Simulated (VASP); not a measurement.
# ZrH2 (Fm-3m) in VASP: notebook, part 2 of 2

VASP 6.6.1.

## 3. Single point, r2SCAN

The input, POSCAR:

```
ZrH2
1.0
    0.0000000000      2.3998675262      2.3998675262
    2.3998675262      0.0000000000      2.3998675262
    2.3998675262      2.3998675262      0.0000000000
Zr H
1 2
Direct
    0.0000000000      0.0000000000      0.0000000000
    0.7500000000      0.7500000000      0.7500000000
    0.2500000000      0.2500000000      0.2500000000
```

The input, INCAR.step1:

```
ALGO = Normal
EDIFF = 1E-4
ENCUT = 520
GGA = PE
ISMEAR = 1
LASPH = True
LCHARG = False
LREAL = False
LWAVE = True
NBANDS = 14
NELM = 80
PREC = Accurate
SIGMA = 0.05
```

The input, INCAR.step2:

```
ALGO = Normal
EDIFF = 1E-6
ENCUT = 520
ISIF = 2
ISMEAR = 1
ISTART = 1
LASPH = True
LCHARG = False
LMIXTAU = True
LREAL = False
LWAVE = False
METAGGA = R2SCAN
NBANDS = 14
NELM = 80
PREC = Accurate
SIGMA = 0.05
```

The input, KPOINTS:

```
k-points
0
Gamma
  11 11 11
```

Potentials or basis: VASP PAW PBE potentials, release 64 (Zr_sv, H).

On the command line:

```console
$ cat potpaw_PBE.64/Zr_sv/POTCAR potpaw_PBE.64/H/POTCAR > POTCAR
$ cp INCAR.step1 INCAR
$ mpirun -np 1 vasp_std > vasp.out
$ cp INCAR.step2 INCAR
$ mpirun -np 1 vasp_std > vasp.out
```

OUTCAR:

```text
EDIFF = 1E-6
   ENCUT = 520
   ISIF = 2
   ISMEAR = 1
   ISTART = 1
   LASPH = True
   LREAL = False
   METAGGA = R2SCAN
   NELM = 80
   PREC = Accurate

 ion  position               nearest neighbor table
   1  0.000  0.000  0.000-   2 2.08   2 2.08   2 2.08   2 2.08   3 2.08   3 2.08   3 2.08   3 2.08

   2  0.750  0.750  0.750-   1 2.08   1 2.08   1 2.08   1 2.08
   3  0.250  0.250  0.250-   1 2.08   1 2.08   1 2.08   1 2.08

  LATTYP: Found a face centered cubic cell.
 ALAT       =     4.7997350524

  Lattice vectors:

 A1 = (   0.0000000000,   2.3998675262,   2.3998675262)
 A2 = (   2.3998675262,   0.0000000000,   2.3998675262)
 A3 = (   2.3998675262,   2.3998675262,   0.0000000000)

Analysis of symmetry for initial positions (statically):
=====================================================================
 Subroutine PRICEL returns:
 Original cell was already a primitive cell.

 Routine SETGRP: Setting up the symmetry group for a
 face centered cubic supercell.

 Subroutine GETGRP returns: Found 48 space group operations
 (whereof 48 operations were pure point group operations)
 out of a pool of 48 trial point group operations.

The static configuration has the point symmetry O_h .

Analysis of symmetry for dynamics (positions and initial velocities):
=====================================================================
 Subroutine PRICEL returns:
 Original cell was already a primitive cell.

 Routine SETGRP: Setting up the symmetry group for a
 face centered cubic supercell.

 Subroutine GETGRP returns: Found 48 space group operations
 (whereof 48 operations were pure point group operations)
 out of a pool of 48 trial point group operations.

The dynamic configuration has the point symmetry O_h .

 Subroutine INISYM returns: Found 48 space group operations
 (whereof 48 operations are pure point group operations),
 and found     1 'primitive' translations

----------------------------------------------------------------------------------------

                                     Primitive cell

  volume of cell :      27.6434

  direct lattice vectors                    reciprocal lattice vectors
     0.000000000  2.399867526  2.399867526    -0.208344833  0.208344833  0.208344833
     2.399867526  0.000000000  2.399867526     0.208344833 -0.208344833  0.208344833
     2.399867526  2.399867526  0.000000000     0.208344833  0.208344833 -0.208344833

  length of vectors
     3.393925203  3.393925203  3.393925203     0.360863837  0.360863837  0.360863837

  position of ions in fractional coordinates (direct lattice)
     0.000000000  0.000000000  0.000000000
     0.750000000  0.750000000  0.750000000
     0.250000000  0.250000000  0.250000000

  ion indices of the primitive-cell ions
   primitive index   ion index
                 1           1
                 2           2
                 3           3

----------------------------------------------------------------------------------------

[... 49 lines left out ...]
 -0.181818  0.181818  0.000000     12.000000
 [... further k-points ...]
   k-points           NKPTS =     56   k-points in BZ     NKDIM =     56   number of bands    NBANDS=     14
   number of dos      NEDOS =    301   number of ions     NIONS =      3
   total plane-waves  NPLWV =  21952
   dimension x,y,z NGX =    28 NGY =   28 NGZ =   28
   dimension x,y,z NGXF=    56 NGYF=   56 NGZF=   56
   ions per type =               1   2
   NGX,Y,Z   is equivalent  to a cutoff of  13.72, 13.72, 13.72 a.u.
   NGXF,Y,Z  is equivalent  to a cutoff of  27.43, 27.43, 27.43 a.u.
 SYSTEM =  unknown system
   PREC   = accura    normal or accurate (medium, high low for compatibility)
   ISTART =      1    job   : 0-new  1-cont  2-samecut
   ICHARG =      0    charge: 1-file 2-atom 10-const
   ISPIN  =      1    spin polarized calculation?
   LNONCOLLINEAR =      F non collinear calculations
   LSORBIT =      F    spin-orbit coupling
   LASPH  =      T    aspherical Exc in radial PAW
   ENCUT  =  520.0 eV  38.22 Ry    6.18 a.u.   6.31  6.31  6.31*2*pi/ulx,y,z
   NELM   =     80;   NELMIN=  2; NELMDL=  0     # of ELM steps
   EDIFF  = 0.1E-05   stopping-criterion for ELM
   LREAL  =      F    real-space projection
   EDIFFG = 0.1E-04   stopping-criterion for IOM
   NSW    =      0    number of steps for IOM
   IBRION =     -1    ionic relax: 0-MD 1-quasi-New 2-CG
   NFREE  =      0    steps in history (QN), initial steepest desc. (CG)
   ISIF   =      2    stress and relaxation
   ISYM   =      2    0-nonsym 1-usesym 2-fastsym
   POTIM  = 0.5000    time-step for ionic-motion
   TEBEG  =    0.0;   TEEND  =   0.0 temperature during run
   PSTRESS=    0.0 pullay stress
   NELECT =      14.0000    total number of electrons
   NUPDOWN=      -1.0000    fix difference up-down
   EMIN   =  10.00;   EMAX   =-10.00  energy-range for DOS
   EFERMI =   0.00;   METHOD = LEGACY
   ISMEAR =     1;   SIGMA  =   0.05  broadening in eV -4-tet -1-fermi 0-gaus
   EFERMI_NEDOS =   21; number of points for ismear=-14 and -15
   IALGO  =     38    algorithm
   IMIX   =      4    mixing-type and parameters
     AMIX     =   0.40;   BMIX     =  1.00
     AMIX_MAG =   1.60;   BMIX_MAG =  1.00
  volume/ion in A,a.u.               =       9.21        62.18
  Fermi-wavevector in a.u.,A,eV,Ry     =   1.304929  2.465958 23.168543  1.702840
  Thomas-Fermi vector in A             =   2.435832
   LORBIT       =      0    0 simple, 1 ext, 2 COOP (PROOUT), +10 PAW based schemes
   METAGGA = R2SCAN    functional components
   LHFCALC =     F    Hartree Fock is set to
   AEXX    =    0.0000 exact exchange contribution
   IVDW    =     0    specifies the selected vdW correction
   LEPSILON=     F    determine dielectric tensor
   LRPA    =     F    only Hartree local field effects (RPA)
 non-spin polarized calculation
 Methfessel and Paxton  Order N= 1 SIGMA  =   0.05
  energy-cutoff  :      520.00
  volume of cell :       27.64
 maximum number of plane-waves:       757
 NGX is ok and might be reduce to    28
   NGX = 13   NGY = 13   NGZ = 13

 number of electron      14.0000000 magnetization

 Free energy of the ion-electron system (eV)
  ---------------------------------------------------
  ext. energy  EPLUGINS =         0.00000000
  ---------------------------------------------------
  free energy    TOTEN  =       -31.54138977 eV

  energy without entropy =      -31.54097528  energy(sigma->0) =      -31.54125161

 E-fermi :   8.7296     XC(G=0): -11.9448

 val. band max:        8.7067096910   @ k =  -0.1818   0.0909   0.0000
 cond. band min:       8.7353544968   @ k =   0.1818   0.0000   0.0000
 fundamental gap:      0.0286448058
 Fermi energy:         8.7295541057

 k-point     1 :       0.0000    0.0000    0.0000
  band No.  band energies     occupation
      1     -42.4485      2.00000
      2     -19.4919      2.00000
      3     -19.4919      2.00000
      4     -19.4919      2.00000
      5      -1.6382      2.00000
      6       6.8325      2.00000
      7       8.3988      2.00000
      8       8.3988      2.00000
      9       8.3988      2.00000
     10      11.0638      0.00000
     11      11.0638      0.00000
     12      19.8449      0.00000
     13      21.5491      0.00000
     14      21.5491      0.00000
[... 377 lines left out ...]
      1     -42.3929      2.00000
      2     -19.8837      2.00000
      3     -19.6467      2.00000
      4     -19.5345      2.00000
      5       0.2523      2.00000
      6       3.3470      2.00000
      7       8.3534      2.00000
      8       9.4969     -0.00000
      9       9.8847      0.00000
     10      11.9316      0.00000
     11      14.2191      0.00000
     12      16.8607      0.00000
     13      19.4825      0.00000
     14      21.5863      0.00000

 [... further k-points ...]

------------------------ aborting loop because EDIFF is reached ----------------------------------------

  FORCE on cell =-STRESS in cart. coord.  units (eV):
  Direction    XX          YY          ZZ          XY          YZ          ZX
  --------------------------------------------------------------------------------------
  -------------------------------------------------------------------------------------
  Total       -0.0269325     -0.0269325     -0.0269325      0.0000000      0.0000000      0.0000000
  in kB       -1.5609726     -1.5609726     -1.5609726      0.0000000      0.0000000      0.0000000
  external PRESSURE =      -1.5609726 kB  Pullay stress =       0.0000000 kB

 VOLUME and BASIS-vectors are now :
 -----------------------------------------------------------------------------
  energy-cutoff  :      520.00
  volume of cell :       27.64
      direct lattice vectors                 reciprocal lattice vectors
     0.000000000  2.399867526  2.399867526    -0.208344833  0.208344833  0.208344833
     2.399867526  0.000000000  2.399867526     0.208344833 -0.208344833  0.208344833
     2.399867526  2.399867526  0.000000000     0.208344833  0.208344833 -0.208344833

 POSITION                                       TOTAL-FORCE (eV/Angst)
 -----------------------------------------------------------------------------------
      0.00000      0.00000      0.00000        -0.000000     -0.000000     -0.000000
      3.59980      3.59980      3.59980         0.000000      0.000000      0.000000
      1.19993      1.19993      1.19993        -0.000000     -0.000000     -0.000000
 -----------------------------------------------------------------------------------
    total drift:                               -0.000000     -0.000000      0.000000

  FREE ENERGIE OF THE ION-ELECTRON SYSTEM (eV)
  ---------------------------------------------------
  free  energy   TOTEN  =       -31.5413897746 eV

  energy  without entropy=      -31.5409752825  energy(sigma->0) =      -31.54125161
```

OSZICAR.step1:

```text
N       E                     dE             d eps       ncg     rms          rms(c)
DAV:   1     0.877213388645E+02    0.87721E+02   -0.75629E+03  1568   0.985E+02
DAV:   2    -0.150928420990E+02   -0.10281E+03   -0.99108E+02  1994   0.267E+02
DAV:   3    -0.183678396451E+02   -0.32750E+01   -0.32482E+01  2358   0.403E+01
DAV:   4    -0.184110569537E+02   -0.43217E-01   -0.43203E-01  1758   0.428E+00
DAV:   5    -0.184116844471E+02   -0.62749E-03   -0.62748E-03  2278   0.377E-01    0.170E+01
DAV:   6    -0.171931362583E+02    0.12185E+01   -0.94694E-01  1676   0.941E+00    0.635E+00
DAV:   7    -0.169766804753E+02    0.21646E+00   -0.48486E-01  1918   0.577E+00    0.791E-01
DAV:   8    -0.169798494297E+02   -0.31690E-02   -0.48983E-02  2000   0.183E+00    0.512E-01
DAV:   9    -0.169802980835E+02   -0.44865E-03   -0.20080E-03  1968   0.441E-01    0.721E-02
DAV:  10    -0.169801372093E+02    0.16087E-03   -0.16562E-04  1590   0.123E-01    0.379E-02
DAV:  11    -0.169801399252E+02   -0.27159E-05   -0.15748E-05   814   0.418E-02
   1 F= -.16980140E+02 E0= -.16980010E+02  d E =-.389844E-03
```

Run time: 2 min. Hardware: 1 thread of Intel Xeon 8259CL, shared host; peak memory 0.18 GiB.

Results:

| Quantity | Value |
| --- | --- |
| Free energy | -31.5414 eV |
| Pressure | -0.2 GPa |
| Band gap on the k mesh | zero (bands 7 and 8 overlap by 0.71 eV) |

Levels at points of the mesh, in eV from the Fermi level:
```tsv
k point	band 5	band 6	band 7	band 8	band 9	band 10
(0.00, 0.00, 0.00)	-10.37	-1.90	-0.33	-0.33	-0.33	2.33
```

Caveat: the PAW data sets were made with another functional, which shifts forces and pressure a little.

## 4. Relaxation of cell and atoms, r2SCAN

This run uses another cell than the first one, of 9.32 Å³/atom.

The input, POSCAR:

```
ZrH2
1.0
    0.0000000000      2.4092250000      2.4092250000
    2.4092250000      0.0000000000      2.4092250000
    2.4092250000      2.4092250000      0.0000000000
Zr H
1 2
Direct
    0.0000000000      0.0000000000      0.0000000000
    0.7500000000      0.7500000000      0.7500000000
    0.2500000000      0.2500000000      0.2500000000
```

The input, INCAR.step1:

```
ALGO     = Normal         # electronic algorithm
EDIFF    = 1E-4           # SCF threshold, eV
ENCUT    = 600            # plane-wave cutoff, eV
GGA      = PE             # functional
ISMEAR   = 1              # smearing method
LASPH    = T              # aspherical terms in the spheres
LCHARG   = F              # write CHGCAR
LREAL    = F              # projectors in reciprocal space
LWAVE    = T              # write WAVECAR
NELM     = 60             # most SCF steps
PREC     = Accurate       # precision mode
SIGMA    = 0.05           # smearing width, eV
```

The input, INCAR.step2:

```
ALGO     = Normal         # electronic algorithm
EDIFF    = 1E-6           # SCF threshold, eV
EDIFFG   = -0.02          # ionic threshold
ENCUT    = 600            # plane-wave cutoff, eV
IBRION   = 2              # ionic algorithm
ISIF     = 3              # what is computed and relaxed
ISMEAR   = 1              # smearing method
ISTART   = 1            
LASPH    = T              # aspherical terms in the spheres
LCHARG   = F              # write CHGCAR
LMIXTAU  = T            
LREAL    = F              # projectors in reciprocal space
LWAVE    = F              # write WAVECAR
METAGGA  = R2SCAN         # meta-GGA
NELM     = 60             # most SCF steps
NSW      = 60             # ionic steps
PREC     = Accurate       # precision mode
SIGMA    = 0.05           # smearing width, eV
```

The input, KPOINTS:

```
k-points
0
Gamma
  8 8 8
```

On the command line:

```console
$ cat potpaw_PBE.64/Zr_sv/POTCAR potpaw_PBE.64/H/POTCAR > POTCAR
$ cp INCAR.step1 INCAR
$ mpirun -np 1 vasp_std > vasp.out
$ cp INCAR.step2 INCAR
$ mpirun -np 1 vasp_std > vasp.out
```

Run time: 87 s. Hardware: 1 thread of Intel Xeon 8259CL, shared host; peak memory 0.17 GiB.

It converged, with:

```
Free energy                           : -31.5439 eV
Relaxed volume                        : 9.20 Å³/atom
Relaxed cell                          : a = 3.392 Å, b = 3.392 Å, c = 3.392 Å, α = 60.00°, β = 60.00°, γ = 60.00°
Space group after relaxing (to 0.1 Å) : Fm-3m (No. 225)
Energy gained by relaxing             : 0.5 meV/atom
Ionic steps                           : 2
Pressure after relaxing               : 0.2 GPa
Band gap on the k mesh                : zero (bands 7 and 8 overlap by 0.41 eV)
```

Step by step:
| step | energy change (eV) | largest force (eV/Å) | pressure (GPa) | volume (Å³) |
| --- | --- | --- | --- | --- |
| 1 | 0.0000 | 0.0000 | -1.60 | 27.97 |
| 2 | -0.0016 | 0.0000 | 0.24 | 27.59 |

Final structure:
```
Zr H
1.0
     0.00000    2.39838    2.39838
     2.39838    0.00000    2.39838
     2.39838    2.39838    0.00000
Zr H
1 2
Direct
  0.00000 0.00000 0.00000
  0.75000 0.75000 0.75000
  0.25000 0.25000 0.25000
```

Levels at points of the mesh, in eV from the Fermi level:
```tsv
k point	band 3	band 4	band 5	band 6	band 7	band 8	band 9	band 10	band 11
(0.00, 0.00, 0.00)	-28.26	-28.26	-10.42	-1.94	-0.38	-0.38	-0.38	2.30	2.30
(0.50, 0.00, 0.00)	-28.34	-28.34	-8.11	-5.14	-0.28	-0.28	3.68	3.68	4.51
(0.50, 0.50, 0.00)	-28.48	-28.48	-7.21	-5.23	-3.70	3.84	3.94	3.94	6.96
```

Caveat: the PAW data sets were made with another functional, which shifts forces and pressure a little.

## 5. The runs side by side

```tsv
task	cell	k mesh	cutoff (eV)	gap on the mesh (eV)	pressure (GPa)
single point	a = 3.394 Å, angles 60.0°, 3 atoms	8 × 8 × 8	520	none	-0.1
single point	a = 3.394 Å, angles 60.0°, 3 atoms	11 × 11 × 11	520	none	-0.2
relaxation of cell and atoms	relaxed from a = 3.407 Å, angles 60.0°, 3 atoms	8 × 8 × 8	600	none	0.2
```

Alike in all rows: level r2SCAN; potentials or basis VASP PAW PBE potentials, release 64 (Zr_sv, H); no spin polarisation; smearing methfessel-paxton 0.05 eV.

Caveats: the PAW data sets were made with another functional, which shifts forces and pressure a little.

Absolute energies hang on the potentials; compare differences alone.

The gap in the log of VASP goes by the Fermi energy; the results here count the filled bands.